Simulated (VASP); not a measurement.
Here is a VASP 6.6.1 calculation.

INCAR

```
SYSTEM = AlRu
  PREC = Accurate
  ENCUT = 520
  EDIFF = 1E-6
  ISMEAR = 0
  SIGMA = 0.15
  LREAL = .FALSE.
  LASPH = .TRUE.
  NELM = 100
  ALGO = Fast
  ISIF = 2
  LWAVE = .FALSE.
  LCHARG = .FALSE.
  GGA = PS
  NBANDS = 25
```

File KPOINTS:

```
regular mesh
0
G
  18 18 18
  0 0 0
```

Contents of POSCAR:

```
AlRu
1.0
   -2.9764078218      0.0000000000     -2.9764078218
    0.0000000000     -2.9764078218     -2.9764078218
   -2.9764078218     -2.9764078218      0.0000000000
Al Ru
2 2
Direct
    0.0000000000      0.0000000000      0.0000000000
    0.5000000000      0.5000000000      0.5000000000
    0.2751981598      0.2248018402      0.2751981598
    0.7248018402      0.7751981598      0.7248018402
```

Potentials or basis: VASP PAW PBE potentials, release 64 (Al, Ru_pv).

Run with:

```sh
$ cat potpaw_PBE.64/Al/POTCAR potpaw_PBE.64/Ru_pv/POTCAR > POTCAR
$ mpirun -np 1 vasp_std > vasp.out
```

Task: Estimate the largest force.

Result: 2.145 eV/Å.

Task: What does it give for the pressure?

Result: 3.9 GPa.

Forces on the atoms (eV/Å):
```
Al   0.000  0.000  0.000
Al   0.000  0.000  0.000
Ru   2.145  0.000  0.000
Ru  -2.145  0.000  0.000
```

Caveat: the cell differs from its parent crystal (atoms displaced along a vibrational mode); the cell stands under pressure; the PAW data sets were made with another functional, which shifts forces and pressure a little.
